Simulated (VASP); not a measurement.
A run of VASP 6.6.1 is set up as follows.

The input INCAR:

```
ALGO = Normal
EDIFF = 1E-6
ENCUT = 520
GGA = PE
GGA_COMPAT = F
ISIF = 2
ISMEAR = -1
ISYM = -1
LASPH = T
LCHARG = F
LREAL = Auto
LWAVE = F
NBANDS = 54
NELM = 120
PREC = Accurate
SIGMA = 0.2482
```

File KPOINTS:

```
explicit points
1
Reciprocal
  0.25000000   0.25000000   0.25000000 1
```

Contents of POSCAR:

```
Si7N8O2
1.0
    5.8386290000      0.0627810000      0.1075870000
    0.0627810000      6.0367170000      0.0979630000
    0.1075870000      0.0979630000      5.8205090000
Si N O
7 8 2
Direct
    0.8886656033      0.6034919297      0.2092391325
    0.5556475553      0.4276056659      0.7875166953
    0.7190832675     -0.0996512629      0.7637241219
    0.3123836949      0.8220314902      0.5020545290
    0.1816186436      0.8981715191      0.9202507235
    1.2029131331      0.3114228896      0.4306938215
    0.7820183612      0.1269270023      0.3608271786
    0.8953666146      0.7737899644     -0.0305221750
    0.5453146282      0.6907197369      0.6837175679
    0.0508616566      0.5401041011      0.4456707702
    0.7283449270      0.2081689551      0.6740882454
    0.1868043396      0.0451879513      0.6586095021
    0.3220648329      0.2950358496     -0.0383663329
    0.3961262600      0.8432293171      0.1595913159
    0.3543350286      0.1774503525      0.1846200373
    0.6605185019      0.4216284057      0.1295348590
    0.8380328132      0.8608338444      0.4693625073
```

Potentials or basis: VASP PAW PBE potentials, release 64 (Si, N, O).

Run with:

```sh
$ cat potpaw_PBE.64/Si/POTCAR potpaw_PBE.64/N/POTCAR potpaw_PBE.64/O/POTCAR > POTCAR
$ mpirun -np 1 vasp_std > vasp.out
```

Question: What does it give for the largest force?

Answer: 5.061 eV/Å.

Question: Estimate the pressure.

Answer: -9.2 GPa.

Forces on the atoms (eV/Å):
```
Si  -3.198 -1.333  0.619
Si  -1.100 -3.902  2.754
Si   1.319  1.217 -1.586
Si  -0.521 -1.890 -2.081
Si   0.646  0.086  2.360
Si   2.035 -3.399  0.890
Si   0.317  0.539  0.696
N    2.877  2.531 -0.533
N   -2.855  0.510 -0.115
N    0.299  2.279 -1.180
N   -0.940 -2.058 -0.005
N    1.770 -1.380 -1.518
N   -0.491 -1.259  2.937
N   -2.507  0.055  0.205
N   -0.222  2.614 -2.348
O    3.654  3.479 -0.395
O   -1.082  1.912 -0.698
```

Caveat: the atoms stand as in a frame of molecular dynamics.
